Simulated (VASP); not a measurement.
# Cd2S in VASP: notebook

The runs below take Cd2S through single point, with PBE.

Program: VASP 6.6.1. These are calculated values, not measurements. Logs are shortened: lines on timing, memory, paths and dates and some standing lists are left out, and cuts for length are marked.

## Step 1: The cell of the first run

The typed cell holds 6 atoms: a = 4.030 Å, b = 5.906 Å, c = 6.776 Å, α = 87.29°, β = 87.11°, γ = 85.62°.

## Step 2: Single point, PBE

Input file INCAR:

```
SYSTEM = Cd2S
PREC     = Accurate       ! precision mode
ENCUT    = 520            ! plane-wave cutoff, eV
EDIFF    = 1E-7           ! SCF threshold, eV
ISMEAR   = 0              ! smearing method
SIGMA    = 0.1            ! smearing width, eV
LREAL    = .FALSE.        ! projectors in reciprocal space
LASPH    = .TRUE.         ! aspherical terms in the spheres
NELM     = 100            ! most SCF steps
ALGO     = Normal         ! electronic algorithm
ISIF     = 2              ! what is computed and relaxed
LWAVE    = .FALSE.        ! write WAVECAR
LCHARG   = .TRUE.         ! write CHGCAR
GGA      = PE             ! functional
LELF     = .TRUE.         ! ELF
LVHAR    = .TRUE.       
NBANDS   = 39             ! bands
```

Input file KPOINTS:

```
Automatic mesh
0
G
  4 4 4
  0 0 0
```

Input file POSCAR:

```
Cd2S
1.0
    4.0290953293      0.0733009554      0.0291788580
    0.3431816873      5.8954516741      0.0369438972
    0.2877467370      0.2613473965      6.7643890194
Cd S
4 2
Direct
    0.3993337168      0.4644837462      0.9117774188
    0.8961072509      0.4634900640      0.4109695514
    0.5576665674      0.0140679764      0.9625423103
    0.0572242339      0.0133407235      0.4626164883
    0.0447347053      0.7722554172      0.1260461501
    0.5449335256      0.7723620728      0.6260480809
```

Potentials or basis: VASP PAW PBE potentials, release 64 (Cd, S).

Run with:

```bash
$ cat potpaw_PBE.64/Cd/POTCAR potpaw_PBE.64/S/POTCAR > POTCAR
$ mpirun -np 1 vasp_std > vasp.out
```

OUTCAR:

```text
SYSTEM = Cd2S
   PREC = Accurate
   ENCUT = 520
   EDIFF = 1E-7
   ISMEAR = 0
   LREAL = .FALSE.
   LASPH = .TRUE.
   NELM = 100
   ISIF = 2
   GGA = PE

 ion  position               nearest neighbor table
   1  0.399  0.464  0.912-   5 2.66   6 2.67   3 2.70   3 3.39
   2  0.896  0.463  0.411-   6 2.67   5 2.67   4 2.70   4 3.40
   3  0.558  0.014  0.963-   5 2.60   1 2.70   6 2.75   5 2.76   1 3.39
   4  0.057  0.013  0.463-   6 2.60   2 2.70   5 2.75   6 2.75   2 3.40
   5  0.045  0.772  0.126-   3 2.60   1 2.66   2 2.67   4 2.75   3 2.76
   6  0.545  0.772  0.626-   4 2.60   2 2.67   1 2.67   3 2.75   4 2.75

  Warning from LATTYP: Got some problem with cell dimensions!
  Tried to take original basis but could not verify dimensions!
  LATTYP: Found a triclinic cell.
 ALAT       =     4.0298676912
 B/A-ratio  =     2.3875194278
 C/A-ratio  =     2.5690819534
 COS(alpha) =     0.0028358706
 COS(beta)  =     0.4657472953
 COS(gamma) =     0.7908544585

  Lattice vectors:

 A1 = (  -4.0290953293,  -0.0733009554,  -0.0291788580)
 A2 = (  -7.7150089713,   5.7488497633,  -0.0214138188)
 A3 = (  -4.6600237536,  -6.2301000260,  -6.8305117746)

Analysis of symmetry for initial positions (statically):
=====================================================================
 Subroutine PRICEL returns:
 Original cell was already a primitive cell.

 Routine SETGRP: Setting up the symmetry group for a
 triclinic supercell.

 Subroutine GETGRP returns: Found  1 space group operations
 (whereof  1 operations were pure point group operations)
 out of a pool of  2 trial point group operations.

The static configuration has the point symmetry C_1 .

Analysis of symmetry for dynamics (positions and initial velocities):
=====================================================================
 Subroutine PRICEL returns:
 Original cell was already a primitive cell.

 Routine SETGRP: Setting up the symmetry group for a
 triclinic supercell.

 Subroutine GETGRP returns: Found  1 space group operations
 (whereof  1 operations were pure point group operations)
 out of a pool of  2 trial point group operations.

The dynamic configuration has the point symmetry C_1 .

 Subroutine INISYM returns: Found  1 space group operations
 (whereof  1 operations are pure point group operations),
 and found     1 'primitive' translations

----------------------------------------------------------------------------------------

                                     Primitive cell

  volume of cell :     160.4216

  direct lattice vectors                    reciprocal lattice vectors
     4.029095329  0.073300955  0.029178858     0.248529265 -0.014404440 -0.010015527
     0.343181687  5.895451674  0.036943897    -0.003043295  0.169839751 -0.006432433
     0.287746737  0.261347396  6.764389019    -0.001055434 -0.000865450  0.147911345

  length of vectors
     4.029867691  5.905547304  6.775548646     0.249147736  0.169988761  0.147917643

  position of ions in fractional coordinates (direct lattice)
     0.399333717  0.464483746  0.911777419
     0.896107251  0.463490064  0.410969551
     0.557666567  0.014067976  0.962542310
     0.057224234  0.013340724  0.462616488
     0.044734705  0.772255417  0.126046150
     0.544933526  0.772362073  0.626048081

  ion indices of the primitive-cell ions
   primitive index   ion index
                 1           1
                 2           2
                 3           3
                 4           4
                 5           5
                 6           6

----------------------------------------------------------------------------------------

 KPOINTS: Automatic mesh

Automatic generation of k-mesh.
 Grid dimensions read from file:
 generate k-points for:    4    4    4

 Generating k-lattice:

  Cartesian coordinates                     Fractional coordinates (reciprocal lattice)
     0.062132316 -0.003601110 -0.002503882     0.250000000 -0.000000000 -0.000000000
    -0.000760824  0.042459938 -0.001608108    -0.000000000  0.250000000  0.000000000
    -0.000263859 -0.000216362  0.036977836    -0.000000000  0.000000000  0.250000000

  Length of vectors
     0.062286934  0.042497190  0.036979411

  Shift w.r.t. Gamma in fractional coordinates (k-lattice)
     0.000000000  0.000000000  0.000000000

 Subroutine IBZKPT returns following result:
 ===========================================

 Found     36 irreducible k-points:

 Following reciprocal coordinates:
            Coordinates               Weight
  0.000000  0.000000  0.000000      1.000000
  0.250000  0.000000  0.000000      2.000000
  0.500000  0.000000  0.000000      1.000000
 -0.000000  0.250000 -0.000000      2.000000
  0.250000  0.250000  0.000000      2.000000
  0.500000  0.250000  0.000000      2.000000
[... 16 lines left out ...]
  0.000000 -0.250000  0.250000      2.000000
  0.250000 -0.250000  0.250000      2.000000
 [... further k-points ...]
   k-points           NKPTS =     36   k-points in BZ     NKDIM =     36   number of bands    NBANDS=     39
   number of dos      NEDOS =    301   number of ions     NIONS =      6
   total plane-waves  NPLWV =  72000
   dimension x,y,z NGX =    30 NGY =   48 NGZ =   50
   dimension x,y,z NGXF=    60 NGYF=   96 NGZF=  100
   ions per type =               4   2
   NGX,Y,Z   is equivalent  to a cutoff of  12.38, 13.51, 12.27 a.u.
   NGXF,Y,Z  is equivalent  to a cutoff of  24.75, 27.02, 24.54 a.u.
 SYSTEM =  Cd2S
   PREC   = accura    normal or accurate (medium, high low for compatibility)
   ISTART =      0    job   : 0-new  1-cont  2-samecut
   ICHARG =      2    charge: 1-file 2-atom 10-const
   ISPIN  =      1    spin polarized calculation?
   LNONCOLLINEAR =      F non collinear calculations
   LSORBIT =      F    spin-orbit coupling
   LASPH  =      T    aspherical Exc in radial PAW
   ENCUT  =  520.0 eV  38.22 Ry    6.18 a.u.   7.49 10.98 12.60*2*pi/ulx,y,z
   NELM   =    100;   NELMIN=  2; NELMDL= -5     # of ELM steps
   EDIFF  = 0.1E-06   stopping-criterion for ELM
   LREAL  =      F    real-space projection
   EDIFFG = 0.1E-05   stopping-criterion for IOM
   NSW    =      0    number of steps for IOM
   IBRION =     -1    ionic relax: 0-MD 1-quasi-New 2-CG
   NFREE  =      0    steps in history (QN), initial steepest desc. (CG)
   ISIF   =      2    stress and relaxation
   ISYM   =      2    0-nonsym 1-usesym 2-fastsym
   POTIM  = 0.5000    time-step for ionic-motion
   TEBEG  =    0.0;   TEEND  =   0.0 temperature during run
   PSTRESS=    0.0 pullay stress
   NELECT =      60.0000    total number of electrons
   NUPDOWN=      -1.0000    fix difference up-down
   EMIN   =  10.00;   EMAX   =-10.00  energy-range for DOS
   EFERMI =   0.00;   METHOD = LEGACY
   ISMEAR =     0;   SIGMA  =   0.10  broadening in eV -4-tet -1-fermi 0-gaus
   EFERMI_NEDOS =   21; number of points for ismear=-14 and -15
   IALGO  =     38    algorithm
   IMIX   =      4    mixing-type and parameters
     AMIX     =   0.40;   BMIX     =  1.00
     AMIX_MAG =   1.60;   BMIX_MAG =  1.00
  volume/ion in A,a.u.               =      26.74       180.43
  Fermi-wavevector in a.u.,A,eV,Ry     =   1.179517  2.228964 18.929251  1.391261
  Thomas-Fermi vector in A             =   2.315827
   LORBIT       =      0    0 simple, 1 ext, 2 COOP (PROOUT), +10 PAW based schemes
   GGA     = PE    functional components
   LHFCALC =     F    Hartree Fock is set to
   AEXX    =    0.0000 exact exchange contribution
   IVDW    =     0    specifies the selected vdW correction
   LEPSILON=     F    determine dielectric tensor
   LRPA    =     F    only Hartree local field effects (RPA)
 non-spin polarized calculation
 Gauss-broadening in eV      SIGMA  =   0.10
  energy-cutoff  :      520.00
  volume of cell :      160.42
 maximum number of plane-waves:      4356
 NGX is ok and might be reduce to    30

 number of electron      59.9999997 magnetization

 Free energy of the ion-electron system (eV)
  ---------------------------------------------------
  ext. energy  EPLUGINS =         0.00000000
  ---------------------------------------------------
  free energy    TOTEN  =       -12.90763843 eV

  energy without entropy =      -12.90722636  energy(sigma->0) =      -12.90743240

 E-fermi :   1.4363     XC(G=0):  -9.2156

 val. band max:        1.2916761179   @ k =   0.2500   0.0000   0.0000
 cond. band min:       1.5593389704   @ k =  -0.0000   0.5000  -0.0000
 fundamental gap:      0.2676628526
 Fermi energy:         1.4362737627

 k-point     1 :       0.0000    0.0000    0.0000
  band No.  band energies     occupation
      1     -11.4009      2.00000
      2     -10.9504      2.00000
      3      -7.2232      2.00000
      4      -7.1939      2.00000
      5      -6.9207      2.00000
      6      -6.9161      2.00000
[... 31 lines left out ...]
     38       8.2289      0.00000
     39       8.3690      0.00000

 k-point     2 :       0.2500    0.0000    0.0000
  band No.  band energies     occupation
      1     -11.2492      2.00000
      2     -10.9256      2.00000
      3      -7.2183      2.00000
      4      -7.2008      2.00000
      5      -6.9930      2.00000
      6      -6.9287      2.00000
[... 31 lines left out ...]
     38       7.4124      0.00000
     39       7.8375      0.00000

 k-point     3 :       0.5000    0.0000    0.0000
  band No.  band energies     occupation
      1     -10.9975      2.00000
      2     -10.9945      2.00000
      3      -7.2151      2.00000
      4      -7.2081      2.00000
      5      -6.9951      2.00000
      6      -6.9930      2.00000
[... 832 lines left out ...]
 k-point    23 :       0.0000   -0.2500    0.2500
  band No.  band energies     occupation
      1     -11.3212      2.00000
      2     -11.0176      2.00000
      3      -7.1931      2.00000
      4      -7.1871      2.00000
      5      -6.9236      2.00000
      6      -6.8934      2.00000
[... 31 lines left out ...]
     38       7.9870      0.00000
     39       8.0183      0.00000

 k-point    24 :       0.2500   -0.2500    0.2500
  band No.  band energies     occupation
      1     -11.2076      2.00000
      2     -10.9500      2.00000
      3      -7.2044      2.00000
      4      -7.1855      2.00000
      5      -6.9181      2.00000
      6      -6.9032      2.00000
[... 31 lines left out ...]
     38       7.6124      0.00000
     39       7.9978      0.00000

 [... further k-points ...]

------------------------ aborting loop because EDIFF is reached ----------------------------------------

  FORCE on cell =-STRESS in cart. coord.  units (eV):
  Direction    XX          YY          ZZ          XY          YZ          ZX
  --------------------------------------------------------------------------------------
  -------------------------------------------------------------------------------------
  Total        0.1784204      0.4599215      0.2343067      0.0026007     -0.0212479     -0.0761380
  in kB        1.7819362      4.5933685      2.3400891      0.0259743     -0.2122087     -0.7604124
  external PRESSURE =       2.9051312 kB  Pullay stress =       0.0000000 kB

 VOLUME and BASIS-vectors are now :
 -----------------------------------------------------------------------------
  energy-cutoff  :      520.00
  volume of cell :      160.42
      direct lattice vectors                 reciprocal lattice vectors
     4.029095329  0.073300955  0.029178858     0.248529265 -0.014404440 -0.010015527
     0.343181687  5.895451674  0.036943897    -0.003043295  0.169839751 -0.006432433
     0.287746737  0.261347396  6.764389019    -0.001055434 -0.000865450  0.147911345

 POSITION                                       TOTAL-FORCE (eV/Angst)
 -----------------------------------------------------------------------------------
      2.03072      3.00590      6.19643        -0.005810     -0.016208     -0.003985
      3.88782      2.90557      2.82323        -0.000125     -0.014545     -0.004130
      2.52869      0.37537      6.52780         0.005587      0.017068      0.000797
      0.36826      0.20375      3.13148         0.006556      0.021477     -0.001058
      0.48153      4.58902      0.88246        -0.002320     -0.004531      0.003582
      2.64079      4.75698      4.27927        -0.003887     -0.003262      0.004794
 -----------------------------------------------------------------------------------
    total drift:                               -0.000532     -0.000476      0.002169

  FREE ENERGIE OF THE ION-ELECTRON SYSTEM (eV)
  ---------------------------------------------------
  free  energy   TOTEN  =       -12.9076384300 eV

  energy  without entropy=      -12.9072263609  energy(sigma->0) =      -12.90743240
```

It took 2.5 min on 1 thread of Intel Xeon Platinum 8488C (Sapphire Rapids), shared host; peak memory 0.33 GiB.

What came out:

* Free energy: -12.9076 eV
* Pressure: 0.3 GPa
* Largest force: 0.022 eV/Å
* Band gap on the k mesh: 0.27 eV

Forces on the atoms (eV/Å):
```
Cd  -0.006 -0.016 -0.004
Cd   0.000 -0.015 -0.004
Cd   0.006  0.017  0.001
Cd   0.007  0.021 -0.001
S   -0.002 -0.005  0.004
S   -0.004 -0.003  0.005
```

Levels at points of the mesh, in eV from the valence-band top:
```csv
k point,band 27,band 28,band 29,band 30,band 31,band 32,band 33,band 34
"(0.00, 0.00, 0.00)",-1.77,-1.00,-0.97,-0.37,1.35,1.68,2.82,4.29
"(0.50, 0.00, 0.00)",-2.37,-2.37,-0.64,-0.62,2.33,2.35,3.03,3.04
"(0.00, 0.50, 0.00)",-1.44,-1.05,-0.90,-0.21,0.27,2.68,3.12,4.90
"(0.50, 0.50, 0.00)",-2.44,-2.43,-0.67,-0.66,1.96,1.98,3.67,3.68
"(0.00, 0.00, 0.50)",-1.72,-1.72,-1.37,-1.37,3.12,3.13,3.65,3.66
"(0.50, 0.00, 0.50)",-1.77,-1.61,-0.96,-0.37,1.33,1.54,1.69,2.27
"(0.00, 0.50, 0.50)",-1.39,-1.39,-0.21,-0.21,2.21,2.22,4.05,4.06
"(0.50, 0.50, 0.50)",-1.94,-1.43,-1.42,-1.04,1.90,2.38,2.68,3.12
```

A k mesh can miss the band edges.

## Step 3: Single point, PBE

This run uses another cell than the first one: it holds 3 atoms, not 6.

Input file INCAR:

```
ALGO = Normal ; EDIFF = 1E-6
ENCUT = 520 ; GGA = PE
ISIF = 2 ; ISMEAR = 0
LASPH = T ; LCHARG = T
LELF = T ; LREAL = F
LVHAR = T ; LWAVE = F
NBANDS = 22 ; NELM = 100
PREC = Accurate ; SIGMA = 0.01
```

Input file KPOINTS:

```
k-points
0
Gamma
  10 10 6
```

Input file POSCAR:

```
Cd2S
1.0
    3.5393665380     -1.9301070761     -0.0534588438
    3.5393665380      1.9301070761     -0.0534588438
   -0.6074250871      0.0000000000      5.9117524604
Cd S
2 1
Direct
    0.5151148216      0.5151148216      0.4637357666
    0.4081159500      0.4081159500      0.0126074352
    0.0767300752      0.0767300752      0.7736567983
```

Potentials or basis: VASP PAW PBE potentials, release 64 (Cd, S).

Run with:

```bash
$ cat potpaw_PBE.64/Cd/POTCAR potpaw_PBE.64/S/POTCAR > POTCAR
$ mpirun -np 1 vasp_std > vasp.out
```

It took 2.5 min on 1 thread of Intel Xeon Platinum 8488C (Sapphire Rapids), shared host; peak memory 0.38 GiB.

It converged, with:

* Free energy: -6.4631 eV
* Pressure: 0.2 GPa
* Largest force: 0.007 eV/Å
* Band gap on the k mesh: 0.25 eV (least direct gap 0.49 eV)

Forces on the atoms (eV/Å):
```
Cd   0.003  0.000 -0.002
Cd   0.004  0.000  0.004
S   -0.007  0.000 -0.001
```

Stress tensor (GPa, compression positive):
```
0.16 0.00 0.06
0.00 0.21 0.00
0.06 0.00 0.37
```

Levels at points of the mesh, in eV from the valence-band top:
| k point | band 12 | band 13 | band 14 | band 15 | band 16 | band 17 | band 18 | band 19 |
| --- | --- | --- | --- | --- | --- | --- | --- | --- |
| (0.00, 0.00, 0.00) | -3.82 | -3.46 | -1.01 | -1.00 | 2.81 | 4.23 | 6.14 | 6.96 |
| (0.50, 0.00, 0.00) | -4.81 | -2.44 | -1.79 | -0.36 | 1.32 | 1.60 | 4.42 | 5.74 |
| (0.50, 0.50, 0.00) | -4.59 | -2.84 | -1.64 | -1.03 | 1.57 | 2.40 | 4.29 | 6.45 |
| (0.00, 0.00, 0.50) | -5.38 | -1.07 | -0.93 | -0.24 | 0.25 | 5.61 | 6.47 | 6.83 |
| (0.50, 0.00, 0.50) | -4.66 | -2.95 | -2.00 | -1.43 | 2.69 | 3.15 | 4.88 | 5.53 |
| (0.50, 0.50, 0.50) | -4.36 | -3.46 | -1.45 | -0.95 | 1.75 | 2.25 | 5.36 | 5.70 |

A k mesh can miss the band edges.
